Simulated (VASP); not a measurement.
# Cu in VASP: notebook

Runs on Cu. Level: LDA. Tasks: single point.

Program: VASP 6.6.1. These are calculated values, not measurements. Logs are shortened: lines on timing, memory, paths and dates and some standing lists are left out, and cuts for length are marked.

### 1 The cell of the first run

The cell holds a slab with vacuum, 5 atoms: a = 2.488 Å, b = 3.518 Å, c = 20.975 Å, α = 90.00°, β = 90.00°, γ = 90.00°.

### 2 Single point, LDA

Input file INCAR:

```
PREC = Accurate
ENCUT = 520
EDIFF = 1E-7
ISMEAR = -1
SIGMA = 0.08
LREAL = False
LASPH = True
NELM = 60
ALGO = Normal
ISIF = 2
LWAVE = False
LCHARG = True
LDIPOL = True
IDIPOL = 3
DIPOL = 0.5 0.5 0.500
GGA = CA
LELF = True
LVHAR = True
LVACPOTAV = True
NBANDS = 36
```

Input file KPOINTS:

```
Automatic mesh
0
Gamma
  15 10 1
```

Input file POSCAR:

```
Cu
1.0
    2.4875465902      0.0000000000      0.0000000000
    0.0000000000      3.5179221248      0.0000000000
    0.0000000000      0.0000000000     20.9751000000
Cu
5
Direct
    0.0000000000      0.0000000000      0.3857729366
    0.5000000000      0.5000000000      0.4391569466
    0.0000000000      0.0000000000      0.4999999978
    0.5000000000      0.5000000000      0.5608430587
    0.0000000000      0.0000000000      0.6142270603
```

Potentials or basis: VASP PAW LDA potentials, release 64 (Cu).

Command:

```console
> cat potpaw_LDA.64/Cu/POTCAR > POTCAR
> mpirun -np 1 vasp_std > vasp.out
```

OUTCAR:

```text
PREC = Accurate
   ENCUT = 520
   EDIFF = 1E-7
   ISMEAR = -1
   LREAL = False
   LASPH = True
   NELM = 60
   ISIF = 2
   GGA = CA

 ion  position               nearest neighbor table
   1  0.000  0.000  0.386-   3 2.40   2 2.43   2 2.43   2 2.43   2 2.43
   2  0.500  0.500  0.439-   1 2.43   1 2.43   1 2.43   1 2.43   3 2.50   3 2.50   3 2.50   3 2.50
                             4 2.55
   3  0.000  0.000  0.500-   1 2.40   5 2.40   2 2.50   2 2.50   2 2.50   2 2.50   4 2.50   4 2.50
                             4 2.50   4 2.50
   4  0.500  0.500  0.561-   5 2.43   5 2.43   5 2.43   5 2.43   3 2.50   3 2.50   3 2.50   3 2.50
                             2 2.55
   5  0.000  0.000  0.614-   3 2.40   4 2.43   4 2.43   4 2.43   4 2.43

  LATTYP: Found a simple orthorhombic cell.
 ALAT       =     2.4875465902
 B/A-ratio  =     1.4142135623
 C/A-ratio  =     8.4320430751

  Lattice vectors:

 A1 = (   2.4875465902,   0.0000000000,   0.0000000000)
 A2 = (   0.0000000000,   3.5179221248,   0.0000000000)
 A3 = (   0.0000000000,   0.0000000000,  20.9751000000)

Analysis of symmetry for initial positions (statically):
=====================================================================
 Subroutine PRICEL returns:
 Original cell was already a primitive cell.

 Routine SETGRP: Setting up the symmetry group for a
 simple orthorhombic supercell.

 Subroutine GETGRP returns: Found  8 space group operations
 (whereof  8 operations were pure point group operations)
 out of a pool of  8 trial point group operations.

The static configuration has the point symmetry D_2h.

Analysis of symmetry for dynamics (positions and initial velocities):
=====================================================================
 Subroutine PRICEL returns:
 Original cell was already a primitive cell.

 Routine SETGRP: Setting up the symmetry group for a
 simple orthorhombic supercell.

 Subroutine GETGRP returns: Found  8 space group operations
 (whereof  8 operations were pure point group operations)
 out of a pool of  8 trial point group operations.

The dynamic configuration has the point symmetry D_2h.

 Subroutine INISYM returns: Found  8 space group operations
 (whereof  8 operations are pure point group operations),
 and found     1 'primitive' translations

----------------------------------------------------------------------------------------

                                     Primitive cell

  volume of cell :     183.5530

  direct lattice vectors                    reciprocal lattice vectors
     2.487546590  0.000000000  0.000000000     0.402002521  0.000000000  0.000000000
     0.000000000  3.517922125  0.000000000     0.000000000  0.284258709  0.000000000
     0.000000000  0.000000000 20.975100000     0.000000000  0.000000000  0.047675577

  length of vectors
     2.487546590  3.517922125 20.975100000     0.402002521  0.284258709  0.047675577

  position of ions in fractional coordinates (direct lattice)
     0.000000000  0.000000000  0.385772937
     0.500000000  0.500000000  0.439156947
     0.000000000  0.000000000  0.499999998
     0.500000000  0.500000000  0.560843059
     0.000000000  0.000000000  0.614227060

  ion indices of the primitive-cell ions
   primitive index   ion index
                 1           1
                 2           2
                 3           3
                 4           4
                 5           5

----------------------------------------------------------------------------------------

 KPOINTS: Automatic mesh

Automatic generation of k-mesh.
 Grid dimensions read from file:
 generate k-points for:   15   10    1

 Generating k-lattice:

  Cartesian coordinates                     Fractional coordinates (reciprocal lattice)
     0.026800168  0.000000000  0.000000000     0.066666667  0.000000000  0.000000000
     0.000000000  0.028425871  0.000000000     0.000000000  0.100000000  0.000000000
     0.000000000  0.000000000  0.047675577     0.000000000  0.000000000  1.000000000

  Length of vectors
     0.026800168  0.028425871  0.047675577

  Shift w.r.t. Gamma in fractional coordinates (k-lattice)
     0.000000000  0.000000000  0.000000000

 Subroutine IBZKPT returns following result:
 ===========================================

 Found     48 irreducible k-points:

 Following reciprocal coordinates:
            Coordinates               Weight
  0.000000  0.000000  0.000000      1.000000
  0.066667  0.000000  0.000000      2.000000
  0.133333  0.000000  0.000000      2.000000
  0.200000  0.000000  0.000000      2.000000
  0.266667  0.000000  0.000000      2.000000
  0.333333  0.000000  0.000000      2.000000
[... 16 lines left out ...]
  0.400000  0.200000  0.000000      4.000000
  0.466667  0.200000  0.000000      4.000000
 [... further k-points ...]
   k-points           NKPTS =     48   k-points in BZ     NKDIM =     48   number of bands    NBANDS=     36
   number of dos      NEDOS =    301   number of ions     NIONS =      5
   total plane-waves  NPLWV =  89600
   dimension x,y,z NGX =    20 NGY =   28 NGZ =  160
   dimension x,y,z NGXF=    40 NGYF=   56 NGZF=  320
   ions per type =               5
   NGX,Y,Z   is equivalent  to a cutoff of  13.37, 13.23, 12.68 a.u.
   NGXF,Y,Z  is equivalent  to a cutoff of  26.73, 26.46, 25.36 a.u.
 SYSTEM =  unknown system
   PREC   = accura    normal or accurate (medium, high low for compatibility)
   ISTART =      0    job   : 0-new  1-cont  2-samecut
   ICHARG =      2    charge: 1-file 2-atom 10-const
   ISPIN  =      1    spin polarized calculation?
   LNONCOLLINEAR =      F non collinear calculations
   LSORBIT =      F    spin-orbit coupling
   LASPH  =      T    aspherical Exc in radial PAW
   ENCUT  =  520.0 eV  38.22 Ry    6.18 a.u.   4.63  6.54 39.00*2*pi/ulx,y,z
   NELM   =     60;   NELMIN=  2; NELMDL= -5     # of ELM steps
   EDIFF  = 0.1E-06   stopping-criterion for ELM
   LREAL  =      F    real-space projection
   EDIFFG = 0.1E-05   stopping-criterion for IOM
   NSW    =      0    number of steps for IOM
   IBRION =     -1    ionic relax: 0-MD 1-quasi-New 2-CG
   NFREE  =      0    steps in history (QN), initial steepest desc. (CG)
   ISIF   =      2    stress and relaxation
   ISYM   =      2    0-nonsym 1-usesym 2-fastsym
   POTIM  = 0.5000    time-step for ionic-motion
   TEBEG  =    0.0;   TEEND  =   0.0 temperature during run
   PSTRESS=    0.0 pullay stress
   NELECT =      55.0000    total number of electrons
   NUPDOWN=      -1.0000    fix difference up-down
   EMIN   =  10.00;   EMAX   =-10.00  energy-range for DOS
   EFERMI =   0.00;   METHOD = LEGACY
   ISMEAR =    -1;   SIGMA  =   0.08  broadening in eV -4-tet -1-fermi 0-gaus
   EFERMI_NEDOS =   21; number of points for ismear=-14 and -15
   IALGO  =     38    algorithm
   IMIX   =      4    mixing-type and parameters
     AMIX     =   0.40;   BMIX     =  1.00
     AMIX_MAG =   1.60;   BMIX_MAG =  1.00
  volume/ion in A,a.u.               =      36.71       247.74
  Fermi-wavevector in a.u.,A,eV,Ry     =   1.095490  2.070177 16.328340  1.200099
  Thomas-Fermi vector in A             =   2.231815
   LORBIT       =      0    0 simple, 1 ext, 2 COOP (PROOUT), +10 PAW based schemes
   GGA     = CA    functional components
   LHFCALC =     F    Hartree Fock is set to
   AEXX    =    0.0000 exact exchange contribution
   IVDW    =     0    specifies the selected vdW correction
   LEPSILON=     F    determine dielectric tensor
   LRPA    =     F    only Hartree local field effects (RPA)
 non-spin polarized calculation
  energy-cutoff  :      520.00
  volume of cell :      183.55
 maximum number of plane-waves:      4978
 NGX is ok and might be reduce to    20
   NGX =  9   NGY = 13   NGZ = 77

 number of electron      55.0000043 magnetization

 dipolmoment           0.000000      0.000000     -0.000000 electrons x Angstroem

 Free energy of the ion-electron system (eV)
  ---------------------------------------------------
  ext. energy  EPLUGINS =         0.00000000
  ---------------------------------------------------
  free energy    TOTEN  =       -21.30292006 eV

  energy without entropy =      -21.27467149  energy(sigma->0) =      -21.28879577

 E-fermi :  -0.7875     XC(G=0):  -5.0065

 val. band max:       -0.8017519986   @ k =   0.1333   0.3000   0.0000
 cond. band min:      -0.7751718090   @ k =   0.3333   0.4000   0.0000
 fundamental gap:      0.0265801896
 Fermi energy:        -0.7874721857

 k-point     1 :       0.0000    0.0000    0.0000
  band No.  band energies     occupation
      1      -9.9922      2.00000
      2      -7.9252      2.00000
      3      -5.8764      2.00000
      4      -5.6237      2.00000
      5      -5.1938      2.00000
      6      -5.1263      2.00000
[... 28 lines left out ...]
     35       5.5539      0.00000
     36       5.7871      0.00000

 k-point     2 :       0.0667    0.0000    0.0000
  band No.  band energies     occupation
      1      -9.8798      2.00000
      2      -7.8237      2.00000
      3      -5.8292      2.00000
      4      -5.5608      2.00000
      5      -5.1363      2.00000
      6      -5.0709      2.00000
[... 28 lines left out ...]
     35       5.6644      0.00000
     36       5.8941      0.00000

 k-point     3 :       0.1333    0.0000    0.0000
  band No.  band energies     occupation
      1      -9.5476      2.00000
      2      -7.5322      2.00000
      3      -5.7063      2.00000
      4      -5.3963      2.00000
      5      -5.0070      2.00000
      6      -4.9356      2.00000
[... 28 lines left out ...]
     35       5.9906      0.00000
     36       6.2109      0.00000
[... 742 lines left out ...]
 k-point    23 :       0.4000    0.2000    0.0000
  band No.  band energies     occupation
      1      -6.4659      2.00000
      2      -5.8508      2.00000
      3      -5.4116      2.00000
      4      -5.3855      2.00000
      5      -5.2902      2.00000
      6      -5.0788      2.00000
[... 28 lines left out ...]
     35       7.6726      0.00000
     36       8.2418      0.00000

 k-point    24 :       0.4667    0.2000    0.0000
  band No.  band energies     occupation
      1      -5.9750      2.00000
      2      -5.8237      2.00000
      3      -5.6125      2.00000
      4      -5.4515      2.00000
      5      -5.3303      2.00000
      6      -5.1317      2.00000
[... 28 lines left out ...]
     35       7.5417      0.00000
     36       8.3009      0.00000

 [... further k-points ...]

------------------------ aborting loop because EDIFF is reached ----------------------------------------

  FORCE on cell =-STRESS in cart. coord.  units (eV):
  Direction    XX          YY          ZZ          XY          YZ          ZX
  --------------------------------------------------------------------------------------
  -------------------------------------------------------------------------------------
  Total       -1.8067704     -1.3841094      0.2039064      0.0000000      0.0000000      0.0000000
  in kB      -15.7707393    -12.0814623      1.7798361      0.0000000      0.0000000      0.0000000
  external PRESSURE =      -8.6907885 kB  Pullay stress =       0.0000000 kB

 VOLUME and BASIS-vectors are now :
 -----------------------------------------------------------------------------
  energy-cutoff  :      520.00
  volume of cell :      183.55
      direct lattice vectors                 reciprocal lattice vectors
     2.487546590  0.000000000  0.000000000     0.402002521  0.000000000  0.000000000
     0.000000000  3.517922125  0.000000000     0.000000000  0.284258709  0.000000000
     0.000000000  0.000000000 20.975100000     0.000000000  0.000000000  0.047675577

 POSITION                                       TOTAL-FORCE (eV/Angst)
 -----------------------------------------------------------------------------------
      0.00000      0.00000      8.09163         0.000000      0.000000     -0.050183
      1.24377      1.75896      9.21136         0.000000      0.000000      0.001010
      0.00000      0.00000     10.48755         0.000000      0.000000      0.000000
      1.24377      1.75896     11.76374         0.000000      0.000000     -0.001010
      0.00000      0.00000     12.88347         0.000000      0.000000      0.050183
 -----------------------------------------------------------------------------------
    total drift:                               -0.000000      0.000000     -0.000013

  FREE ENERGIE OF THE ION-ELECTRON SYSTEM (eV)
  ---------------------------------------------------
  free  energy   TOTEN  =       -21.3029200597 eV

  energy  without entropy=      -21.2746714881  energy(sigma->0) =      -21.28879577

 vacuum level on the upper side and lower side of the slab         3.921         3.921
```

It took 3.5 min on 1 thread of Intel Xeon 6975P-C (Granite Rapids), shared host; peak memory 0.37 GiB.

Results:

- Free energy: -21.3029 eV
- Largest force: 0.050 eV/Å
- Band gap on the k mesh: zero (an odd number of electrons rules out a gap without spin polarisation)

Forces in eV/Å, atoms in the order of the input:
```
Cu   0.000  0.000 -0.050
Cu   0.000  0.000  0.001
Cu   0.000  0.000  0.000
Cu   0.000  0.000 -0.001
Cu   0.000  0.000  0.050
```

Levels at points of the mesh, in eV from the Fermi level:
| k point | band 25 | band 26 | band 27 | band 28 | band 29 | band 30 | band 31 | band 32 |
| --- | --- | --- | --- | --- | --- | --- | --- | --- |
| (0.00, 0.00, 0.00) | -1.67 | -1.56 | -1.45 | -1.25 | 0.59 | 2.73 | 3.36 | 4.69 |
| (0.00, 0.50, 0.00) | -1.63 | -1.62 | -1.60 | -1.56 | -1.28 | -0.28 | 1.17 | 2.01 |

### 3 Single point, LDA

Input file INCAR:

```
ALGO = Normal ; EDIFF = 1E-6
ENCUT = 520 ; ISIF = 2
ISMEAR = -1 ; LASPH = True
LCHARG = True ; LELF = True
LREAL = False ; LVHAR = True
LWAVE = False ; NBANDS = 36
NELM = 100 ; PREC = Accurate
SIGMA = 0.08
```

Input file KPOINTS:

```
k-points
0
Gamma
  15 10 1
```

POSCAR is that of step 2.

Potentials or basis: VASP PAW LDA potentials, release 64 (Cu).

Command:

```console
> cat potpaw_LDA.64/Cu/POTCAR > POTCAR
> mpirun -np 1 vasp_std > vasp.out
```

Run time: 4 min. Hardware: 1 thread of Intel Xeon 6975P-C (Granite Rapids), shared host; peak memory 0.36 GiB.

Results (log left out):

- Free energy: -21.3029 eV
- Largest force: 0.050 eV/Å
- Band gap on the k mesh: zero (an odd number of electrons rules out a gap without spin polarisation)

Forces on the atoms (eV/Å):
```
Cu   0.000  0.000 -0.050
Cu   0.000  0.000  0.001
Cu   0.000  0.000  0.000
Cu   0.000  0.000 -0.001
Cu   0.000  0.000  0.050
```

Levels at points of the mesh, in eV from the Fermi level:
```tsv
k point	band 24	band 25	band 26	band 27	band 28	band 29	band 30	band 31	band 32	band 33
(0.00, 0.00, 0.00)	-1.81	-1.67	-1.56	-1.45	-1.25	0.59	2.73	3.36	4.70	4.85
(0.00, 0.50, 0.00)	-1.64	-1.63	-1.62	-1.60	-1.56	-1.28	-0.28	1.17	2.01	5.65
```
